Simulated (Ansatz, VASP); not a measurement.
**PbSe, level by level in two programs**

```xyz
2
Lattice="0.0000 3.1207 3.1207 3.1207 0.0000 3.1207 3.1207 3.1207 0.0000" Properties=species:S:1:pos:R:3 pbc="T T T"
Pb    0.0000    0.0000    0.0000
Se    3.1207    3.1207    3.1207
```

Single points on this cell with VASP 6.6.1 and Ansatz 0.2.0. Each row is one pair of runs. Alike in all rows: spin: off; smearing: fermi-dirac, width 0.05 eV.

```csv
level,k mesh,"VASP's potentials, cutoff","Ansatz's potentials, cutoff","gap on the k mesh at the Fermi level (eV), VASP","gap on the k mesh at the Fermi level (eV), Ansatz","least direct gap on the mesh (eV), VASP","least direct gap on the mesh (eV), Ansatz","pressure (GPa), VASP","pressure (GPa), Ansatz"
RPBE,8 × 8 × 8,"VASP PAW PBE potentials, release 64 (Pb_d, Se), 520 eV","Ansatz PAW, 420 eV",0.56,0.55,0.56,0.55,1.1,1.2
revPBE+D3(BJ),8 × 8 × 8,"VASP PAW PBE potentials, release 64 (Pb_d, Se), 520 eV","Ansatz PAW, 420 eV",0.54,0.53,0.54,0.53,-2.7,-2.7
BLYP+D4,8 × 8 × 8,"VASP PAW PBE potentials, release 64 (Pb_d, Se), 520 eV","Ansatz PAW, 420 eV",0.56,0.57,0.56,0.57,1.6,1.5
LDA,8 × 8 × 8,"VASP PAW LDA potentials, release 64 (Pb_d, Se), 520 eV","JTH PAW LDA, 1800 eV",0.34,0.35,0.34,0.35,-4.5,-4.6
r2SCAN+rVV10,8 × 8 × 8,"VASP PAW PBE potentials, release 64 (Pb_d, Se), 520 eV","Ansatz PAW, 500 eV",0.72,0.72,0.72,0.72,-2.2,-2.4
PBE0,4 × 4 × 4,"VASP PAW PBE potentials, release 64 (Pb_d, Se), 520 eV","Ansatz PAW, 420 eV",1.57,1.50,1.57,1.50,-1.8,-1.6
PBE-based screened hybrid,4 × 4 × 4,"VASP PAW PBE potentials, release 64 (Pb_d, Se), 520 eV","Ansatz PAW, 420 eV",0.79,0.78,0.79,0.78,-1.6,-1.5
```

Gap on the k mesh at the fermi level (eV): the two programs differ by at most 0.074; least direct gap on the mesh (eV): the two programs differ by at most 0.074; pressure (GPa): the two programs differ by at most 0.2.

VASP's potentials hold 20 valence electrons a cell and Ansatz's 30 in some rows, so a difference there can come from the potentials and not from the codes.

The k mesh is coarse in some rows, so the values compare programs but aren't converged. Spin-orbit coupling is off throughout.
